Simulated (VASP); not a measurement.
# C (P-1) in VASP: notebook

C is run at these levels: PBEsol+D3(BJ); tasks: single point.

All numbers are computed with VASP 6.6.1; they aren't measurements. Logs are shortened: lines on timing, memory, paths and dates and some standing lists are left out, and cuts for length are marked.

## Step 1: The cell of the first run

The typed cell holds 10 atoms: a = 3.577 Å, b = 2.458 Å, c = 11.284 Å, α = 106.88°, β = 71.25°, γ = 90.00°.

## Step 2: Single point, PBEsol+D3(BJ)

File INCAR:

```
ALGO = Normal
EDIFF = 1E-6
ENCUT = 520
GGA = PS
ISIF = 2
ISMEAR = 0
IVDW = 12
LASPH = True
LCHARG = True
LELF = True
LREAL = False
LVHAR = True
LWAVE = False
NBANDS = 31
NELM = 80
PREC = Accurate
SIGMA = 0.05
```

File KPOINTS:

```
k-points
0
Gamma
  8 11 3
```

File POSCAR:

```
C
1.0
    0.0000000000      1.4191802056     -3.2829684911
   -2.4580922212      0.0000000000      0.0000000000
    3.2774562949     10.7744839515      0.7058804750
C
10
Direct
   -0.1207423666      0.7100636766      0.8325477574
    0.7140127005      0.6853502353      0.0640126765
    0.7553239338      0.4415285956      0.2561464467
   -0.2033648330      1.1977069560      0.4482802170
   -0.1620535998      0.9538853163      0.6404139872
    0.7272985327      0.2708281250      0.1281210937
   -0.2313902341      1.0270064853      0.3202548640
   -0.1900790009      0.7831848456      0.5123886342
   -0.1487677677      1.5393632059      0.7045224044
   -0.1074565344      1.2955415662      0.8966561747
```

Potentials or basis: VASP PAW PBE potentials, release 64 (C).

Started as:

```
> cat potpaw_PBE.64/C/POTCAR > POTCAR
> mpirun -np 1 vasp_std > vasp.out
```

OUTCAR:

```text
EDIFF = 1E-6
   ENCUT = 520
   GGA = PS
   ISIF = 2
   ISMEAR = 0
   IVDW = 12
   LASPH = True
   LREAL = False
   NELM = 80
   PREC = Accurate
 IVDW          = 12

 ion  position               nearest neighbor table
   1  0.879  0.710  0.833-  10 1.42   9 1.42  10 1.42
   2  0.714  0.685  0.064-   6 1.42   6 1.42  10 1.75
   3  0.755  0.442  0.256-   7 1.42   6 1.42   7 1.42
   4  0.797  0.198  0.448-   8 1.42   8 1.42   7 1.42
   5  0.838  0.954  0.640-   9 1.42   9 1.42   8 1.42
   6  0.727  0.271  0.128-   2 1.42   2 1.42   3 1.42
   7  0.769  0.027  0.320-   3 1.42   4 1.42   3 1.42
   8  0.810  0.783  0.512-   4 1.42   4 1.42   5 1.42
   9  0.851  0.539  0.705-   5 1.42   5 1.42   1 1.42
  10  0.893  0.296  0.897-   1 1.42   1 1.42   2 1.75

  LATTYP: Found a triclinic cell.
 ALAT       =     4.3398354735
 B/A-ratio  =     0.8241289851
 C/A-ratio  =     2.5264393987
 COS(alpha) =     0.0046308070
 COS(beta)  =     0.2154524475
 COS(gamma) =     0.8241289851

  Lattice vectors:

 A1 = (   2.4580922212,  -1.4191802056,   3.2829684911)
 A2 = (   0.0000000000,  -1.4191802056,   3.2829684911)
 A3 = (   4.0968203687,  -9.3553037459,  -3.9888489661)

Analysis of symmetry for initial positions (statically):
=====================================================================
 Subroutine PRICEL returns:
 Original cell was already a primitive cell.

 Routine SETGRP: Setting up the symmetry group for a
 triclinic supercell.

 Subroutine GETGRP returns: Found  2 space group operations
 (whereof  1 operations were pure point group operations)
 out of a pool of  2 trial point group operations.

The static configuration has the point symmetry C_1 .
 The point group associated with its full space group is S_2 .

Analysis of symmetry for dynamics (positions and initial velocities):
=====================================================================
 Subroutine PRICEL returns:
 Original cell was already a primitive cell.

 Routine SETGRP: Setting up the symmetry group for a
 triclinic supercell.

 Subroutine GETGRP returns: Found  2 space group operations
 (whereof  1 operations were pure point group operations)
 out of a pool of  2 trial point group operations.

The dynamic configuration has the point symmetry C_1 .
 The point group associated with its full space group is S_2 .

 Subroutine INISYM returns: Found  2 space group operations
 (whereof  1 operations are pure point group operations),
 and found     1 'primitive' translations

----------------------------------------------------------------------------------------

                                     Primitive cell

  volume of cell :      89.4108

  direct lattice vectors                    reciprocal lattice vectors
     0.000000000  1.419180206 -3.282968491     0.000000000  0.019406149 -0.296213375
    -2.458092221  0.000000000  0.000000000    -0.406819562  0.120341006  0.052021691
     3.277456295 10.774483952  0.705880475     0.000000000  0.090255754  0.039016269

  length of vectors
     3.576584204  2.458092221 11.284037018     0.296848383  0.427422940  0.098327872

  position of ions in fractional coordinates (direct lattice)
     0.879257633  0.710063677  0.832547757
     0.714012700  0.685350235  0.064012676
     0.755323934  0.441528596  0.256146447
     0.796635167  0.197706956  0.448280217
     0.837946400  0.953885316  0.640413987
     0.727298533  0.270828125  0.128121094
     0.768609766  0.027006485  0.320254864
     0.809920999  0.783184846  0.512388634
     0.851232232  0.539363206  0.704522404
     0.892543466  0.295541566  0.896656175

  ion indices of the primitive-cell ions
   primitive index   ion index
                 1           1
                 2           2
                 3           3
                 4           4
                 5           5
                 6           6
                 7           7
                 8           8
                 9           9
                10          10

----------------------------------------------------------------------------------------

 KPOINTS: k-points

Automatic generation of k-mesh.
 Grid dimensions read from file:
 generate k-points for:    8   11    3

 Generating k-lattice:

  Cartesian coordinates                     Fractional coordinates (reciprocal lattice)
     0.000000000  0.002425769 -0.037026672     0.125000000  0.000000000  0.000000000
    -0.036983597  0.010940091  0.004729245     0.000000000  0.090909091 -0.000000000
     0.000000000  0.030085251  0.013005423     0.000000000  0.000000000  0.333333333

  Length of vectors
     0.037106048  0.038856631  0.032775957

  Shift w.r.t. Gamma in fractional coordinates (k-lattice)
     0.000000000  0.000000000  0.000000000

 Subroutine IBZKPT returns following result:
 ===========================================

 Found    133 irreducible k-points:

 Following reciprocal coordinates:
            Coordinates               Weight
  0.000000  0.000000  0.000000      1.000000
  0.125000  0.000000 -0.000000      2.000000
  0.250000  0.000000 -0.000000      2.000000
  0.375000  0.000000 -0.000000      2.000000
  0.500000  0.000000 -0.000000      1.000000
  0.000000  0.090909 -0.000000      2.000000
[... 16 lines left out ...]
  0.125000  0.272727 -0.000000      2.000000
  0.250000  0.272727  0.000000      2.000000
 [... further k-points ...]
   k-points           NKPTS =    133   k-points in BZ     NKDIM =    133   number of bands    NBANDS=     31
   number of dos      NEDOS =    301   number of ions     NIONS =     10
   total plane-waves  NPLWV =  42336
   dimension x,y,z NGX =    28 NGY =   18 NGZ =   84
   dimension x,y,z NGXF=    56 NGYF=   36 NGZF=  168
   ions per type =              10
   NGX,Y,Z   is equivalent  to a cutoff of  13.01, 12.17, 12.38 a.u.
   NGXF,Y,Z  is equivalent  to a cutoff of  26.03, 24.35, 24.75 a.u.
 SYSTEM =  unknown system
   PREC   = accura    normal or accurate (medium, high low for compatibility)
   ISTART =      0    job   : 0-new  1-cont  2-samecut
   ICHARG =      2    charge: 1-file 2-atom 10-const
   ISPIN  =      1    spin polarized calculation?
   LNONCOLLINEAR =      F non collinear calculations
   LSORBIT =      F    spin-orbit coupling
   LASPH  =      T    aspherical Exc in radial PAW
   ENCUT  =  520.0 eV  38.22 Ry    6.18 a.u.   6.65  4.57 20.98*2*pi/ulx,y,z
   NELM   =     80;   NELMIN=  2; NELMDL= -5     # of ELM steps
   EDIFF  = 0.1E-05   stopping-criterion for ELM
   LREAL  =      F    real-space projection
   EDIFFG = 0.1E-04   stopping-criterion for IOM
   NSW    =      0    number of steps for IOM
   IBRION =     -1    ionic relax: 0-MD 1-quasi-New 2-CG
   NFREE  =      0    steps in history (QN), initial steepest desc. (CG)
   ISIF   =      2    stress and relaxation
   ISYM   =      2    0-nonsym 1-usesym 2-fastsym
   POTIM  = 0.5000    time-step for ionic-motion
   TEBEG  =    0.0;   TEEND  =   0.0 temperature during run
   PSTRESS=    0.0 pullay stress
   NELECT =      40.0000    total number of electrons
   NUPDOWN=      -1.0000    fix difference up-down
   EMIN   =  10.00;   EMAX   =-10.00  energy-range for DOS
   EFERMI =   0.00;   METHOD = LEGACY
   ISMEAR =     0;   SIGMA  =   0.05  broadening in eV -4-tet -1-fermi 0-gaus
   EFERMI_NEDOS =   21; number of points for ismear=-14 and -15
   IALGO  =     38    algorithm
   IMIX   =      4    mixing-type and parameters
     AMIX     =   0.40;   BMIX     =  1.00
     AMIX_MAG =   1.60;   BMIX_MAG =  1.00
  volume/ion in A,a.u.               =       8.94        60.34
  Fermi-wavevector in a.u.,A,eV,Ry     =   1.252078  2.366085 21.329855  1.567700
  Thomas-Fermi vector in A             =   2.385996
   LORBIT       =      0    0 simple, 1 ext, 2 COOP (PROOUT), +10 PAW based schemes
   GGA     = PS    functional components
   LHFCALC =     F    Hartree Fock is set to
   AEXX    =    0.0000 exact exchange contribution
   IVDW    =    12    specifies the selected vdW correction
   LEPSILON=     F    determine dielectric tensor
   LRPA    =     F    only Hartree local field effects (RPA)
 non-spin polarized calculation
 Gauss-broadening in eV      SIGMA  =   0.05
  energy-cutoff  :      520.00
  volume of cell :       89.41
 maximum number of plane-waves:      2430
   NGX = 13   NGY =  9   NGZ = 41

 number of electron      40.0000001 magnetization

 Free energy of the ion-electron system (eV)
  ---------------------------------------------------
  ext. energy  EPLUGINS =         0.00000000
  ---------------------------------------------------
  free energy    TOTEN  =       -94.26058561 eV

  energy without entropy =      -94.26058460  energy(sigma->0) =      -94.26058511

 E-fermi :   4.5155     XC(G=0): -10.5282

 val. band max:        4.3923265601   @ k =   0.0000   0.3636  -0.0000
 cond. band min:       4.6396201793   @ k =  -0.2500   0.3636  -0.0000
 fundamental gap:      0.2472936191
 Fermi energy:         4.5154998488

 k-point     1 :       0.0000    0.0000    0.0000
  band No.  band energies     occupation
      1     -15.1061      2.00000
      2     -14.2940      2.00000
      3     -13.7456      2.00000
      4     -11.5161      2.00000
      5     -10.9049      2.00000
      6      -6.9892      2.00000
[... 23 lines left out ...]
     30      12.7205      0.00000
     31      13.1874      0.00000

 k-point     2 :       0.1250    0.0000   -0.0000
  band No.  band energies     occupation
      1     -15.0604      2.00000
      2     -14.2645      2.00000
      3     -13.7112      2.00000
      4     -11.5195      2.00000
      5     -10.8969      2.00000
      6      -7.0099      2.00000
[... 740 lines left out ...]
 k-point    24 :       0.2500    0.2727    0.0000
  band No.  band energies     occupation
      1     -13.5820      2.00000
      2     -13.0824      2.00000
      3     -11.9762      2.00000
      4     -10.9311      2.00000
      5      -8.9879      2.00000
      6      -7.2367      2.00000
[... 23 lines left out ...]
     30      13.7734      0.00000
     31      14.4577      0.00000

 [... further k-points ...]

------------------------ aborting loop because EDIFF is reached ----------------------------------------

 Edisp (eV)   -1.09678

 E8    (eV) :    -0.5331

  FORCE on cell =-STRESS in cart. coord.  units (eV):
  Direction    XX          YY          ZZ          XY          YZ          ZX
  --------------------------------------------------------------------------------------
  -------------------------------------------------------------------------------------
  Total      -1.01475    -4.22886    -2.07507     6.47220    -2.22926     2.45596
  in kB     -18.18368   -75.77817   -37.18385   115.97722   -39.94669    44.00905
  external pressure =      -43.72 kB  Pullay stress =        0.00 kB

 VOLUME and BASIS-vectors are now :
 -----------------------------------------------------------------------------
  energy-cutoff  :      520.00
  volume of cell :       89.41
      direct lattice vectors                 reciprocal lattice vectors
     0.000000000  1.419180206 -3.282968491     0.000000000  0.019406149 -0.296213375
    -2.458092221  0.000000000  0.000000000    -0.406819562  0.120341006  0.052021691
     3.277456295 10.774483952  0.705880475     0.000000000  0.090255754  0.039016269

 POSITION                                       TOTAL-FORCE (eV/Angst)
 -----------------------------------------------------------------------------------
      0.98324     10.21810     -2.29890         0.303540      0.913369     -0.272253
     -1.47486      1.70302     -2.29890         3.388952     -2.505264     -3.463088
     -0.24581      3.83179     -2.29890         0.341013      0.330929      0.514150
      0.98324      5.96056     -2.29890         0.033212      0.115384     -0.053564
     -0.24581      8.08933     -2.29890         0.025821      0.151271      0.029680
     -0.24581      2.41261     -2.29726        -0.303540     -0.913369      0.272253
      0.98324      4.54138     -2.29726        -0.025821     -0.151271     -0.029680
     -0.24581      6.67015     -2.29726        -0.033212     -0.115384      0.053564
      0.98324      8.79892     -2.29726        -0.341013     -0.330929     -0.514150
      2.21228     10.92769     -2.29726        -3.388952      2.505264      3.463088
 -----------------------------------------------------------------------------------
    total drift:                               -0.000001      0.000009      0.000006

  FREE ENERGIE OF THE ION-ELECTRON SYSTEM (eV)
  ---------------------------------------------------
  free  energy   TOTEN  =       -95.3573701752 eV

  energy  without entropy=      -95.3573691681  energy(sigma->0) =      -95.35736967
```

Run time: 3.7 min. Hardware: 1 thread of Intel Xeon Platinum 8488C (Sapphire Rapids), shared host; peak memory 0.35 GiB.

What came out:

```yaml
Free_energy: -95.3574 eV
Pressure: -4.4 GPa
Largest_force: 5.455 eV/Å
Band_gap_on_the_k_mesh: 0.25 eV, indirect (least direct gap 0.32 eV)
Dispersion_energy_per_atom: -0.110 eV
```

Forces on the atoms (eV/Å):
```
C    0.304  0.913 -0.272
C    3.389 -2.505 -3.463
C    0.341  0.331  0.514
C    0.033  0.115 -0.054
C    0.026  0.151  0.030
C   -0.304 -0.913  0.272
C   -0.026 -0.151 -0.030
C   -0.033 -0.115  0.054
C   -0.341 -0.331 -0.514
C   -3.389  2.505  3.463
```

Caveat: the PAW data sets were made with another functional, which shifts forces and pressure a little. A k mesh can miss the band edges.

## Step 3: Single point, PBEsol+D3(BJ)

This run uses another cell than the first one, of 8.37 Å³/atom, 0.936 times its volume.

File INCAR:

```
PREC = Accurate
ENCUT = 520
EDIFF = 1E-6
ISMEAR = 0
SIGMA = 0.05
LREAL = F
LASPH = T
NELM = 80
ALGO = Normal
ISIF = 2
LWAVE = F
LCHARG = T
GGA = PS
IVDW = 12
LELF = T
LVHAR = T
NBANDS = 31
```

File KPOINTS:

```
Automatic mesh
0
Gamma
  8 11 3
```

File POSCAR:

```
C
1.0
    0.0000000000      1.4191802056     -3.2829684911
   -2.4580922212      0.0000000000      0.0000000000
    1.6387281475      9.2317248435      2.6366076635
C
10
Direct
    0.4145345807      0.1929276954      0.8893915430
    0.7551689102      0.6455888427      0.0683832640
    0.9200103278      0.2824235559      0.2736353338
    0.0848517454      0.9192582690      0.4788874035
    0.2496931631      0.5560929822      0.6841394733
    0.8096725074      0.1912458705      0.1368688057
   -0.0254860750      0.8280805836      0.3421208755
    0.1393553426      0.4649152968      0.5473729452
    0.3041967603      1.1017500100      0.7526250150
    0.4690381779      0.7385847231      0.9578770847
```

Potentials or basis: VASP PAW PBE potentials, release 64 (C).

Started as:

```
> cat potpaw_PBE.64/C/POTCAR > POTCAR
> mpirun -np 1 vasp_std > vasp.out
```

OUTCAR:

```text
PREC = Accurate
   ENCUT = 520
   EDIFF = 1E-6
   ISMEAR = 0
   LREAL = F
   LASPH = T
   NELM = 80
   ISIF = 2
   GGA = PS
   IVDW = 12
 IVDW          = 12

 ion  position               nearest neighbor table
   1  0.415  0.193  0.889-   9 1.42  10 1.42  10 1.42
   2  0.755  0.646  0.068-   6 1.42   6 1.42  10 1.62
   3  0.920  0.282  0.274-   7 1.42   6 1.42   7 1.42
   4  0.085  0.919  0.479-   7 1.42   8 1.42   8 1.42
   5  0.250  0.556  0.684-   9 1.42   9 1.42   8 1.42
   6  0.810  0.191  0.137-   2 1.42   2 1.42   3 1.42
   7  0.975  0.828  0.342-   4 1.42   3 1.42   3 1.42
[... 1047 lines left out ...]
  external pressure =      -10.71 kB  Pullay stress =        0.00 kB

 VOLUME and BASIS-vectors are now :
 -----------------------------------------------------------------------------
  energy-cutoff  :      520.00
  volume of cell :       83.70
      direct lattice vectors                 reciprocal lattice vectors
     0.000000000  1.419180206 -3.282968491     0.000000000  0.077435042 -0.271128317
    -2.458092221  0.000000000  0.000000000    -0.406819562  0.064278759  0.027786786
     1.638728147  9.231724844  2.636607663     0.000000000  0.096418138  0.041680179

 POSITION                                       TOTAL-FORCE (eV/Angst)
 -----------------------------------------------------------------------------------
      0.98324      8.79892      0.98407        -0.245517      0.025335      0.057108
     -1.47486      1.70302     -2.29890        -3.864947     -1.591344      3.567187
     -0.24581      3.83179     -2.29890        -0.412597      0.138139     -0.514737
     -1.47486      4.54138      0.98407        -0.036690      0.034442      0.056614
     -0.24581      6.67015      0.98407        -0.025328      0.035675     -0.020937
     -0.24581      2.41261     -2.29726         0.245517     -0.025335     -0.057108
     -1.47486      4.54138     -2.29726         0.025328     -0.035675      0.020937
     -0.24581      5.25097      0.98571         0.036690     -0.034442     -0.056614
      0.98324      7.37974      0.98571         0.412597     -0.138139      0.514737
     -0.24581      9.50851      0.98571         3.864947      1.591344     -3.567187
 -----------------------------------------------------------------------------------
    total drift:                               -0.000004     -0.000000     -0.000001

  FREE ENERGIE OF THE ION-ELECTRON SYSTEM (eV)
  ---------------------------------------------------
  free  energy   TOTEN  =       -95.7101879599 eV

  energy  without entropy=      -95.7101716289  energy(sigma->0) =      -95.71017979
```

stdout:

```text
POSCAR found type information on POSCAR C
 POSCAR found :  1 types and      10 ions
 scaLAPACK will be used
 -----------------------------------------------------------------------------
|                                                                             |
|                                                                             |
|     You enforced a specific xc type in the INCAR file but a different       |
|     I HOPE YOU KNOW WHAT YOU ARE DOING!                                     |
|                                                                             |
 -----------------------------------------------------------------------------

 LDA part: xc-table for (Slater+PW92), standard interpolation
 POSCAR, INCAR and KPOINTS ok, starting setup
 FFT: planning ... GRIDC
 FFT: planning ... GRID_SOFT
 FFT: planning ... GRID
 WAVECAR not read
 entering main loop
```

It took 5.6 min on 1 thread of Oxide Virtual Turin-like, shared host; peak memory 0.31 GiB.

Results:

| Property | Result |
| --- | --- |
| Free energy | -95.7102 eV |
| Pressure | -1.1 GPa |
| Largest force | 5.495 eV/Å |
| Band gap on the k mesh | 0.19 eV, indirect (least direct gap 0.19 eV) |
| Dispersion energy per atom | -0.115 eV |

Forces on the atoms (eV/Å):
```
C   -0.246  0.025  0.057
C   -3.865 -1.591  3.567
C   -0.413  0.138 -0.515
C   -0.037  0.034  0.057
C   -0.025  0.036 -0.021
C    0.246 -0.025 -0.057
C    0.025 -0.036  0.021
C    0.037 -0.034 -0.057
C    0.413 -0.138  0.515
C    3.865  1.591 -3.567
```

Stress tensor (GPa, compression positive):
```
 -0.61 -13.91   4.21
-13.91  -2.42   3.44
  4.21   3.44  -0.18
```

Caveat: the PAW data sets were made with another functional, which shifts forces and pressure a little. A k mesh can miss the band edges.

(Continued in part 2 of 2.)
